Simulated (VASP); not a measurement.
Input of a VASP 6.6.1 run:

File INCAR:

```
SYSTEM = Zr
  PREC = Accurate
  ENCUT = 520
  EDIFF = 1E-6
  ISMEAR = -1
  SIGMA = 0.05
  LREAL = .False.
  LASPH = .True.
  NELM = 80
  ALGO = Normal
  ISIF = 2
  LWAVE = .False.
  LCHARG = .True.
  GGA = PE
  LELF = .True.
  LVHAR = .True.
  NBANDS = 12
```

The input KPOINTS:

```
regular mesh
0
Gamma
  16 16 16
  0 0 0
```

Contents of POSCAR:

```
Zr
1.0
   -1.6595710306      1.6595710306      1.6595710306
    1.6595710306     -1.6595710306      1.6595710306
    1.6595710306      1.6595710306     -1.6595710306
Zr
1
Direct
    0.0000000000      0.0000000000      0.0000000000
```

Potentials or basis: VASP PAW PBE potentials, release 64 (Zr_sv).

Run with:

```console
$ cat potpaw_PBE.64/Zr_sv/POTCAR > POTCAR
$ mpirun -np 1 vasp_std > vasp.out
```

Question: Estimate the band gap on the k mesh.

Answer: Zero (band 6 reaches 12.84 eV, above the bottom of band 7 at 10.82 eV).

Question: Predict the pressure.

Answer: 27.1 GPa.
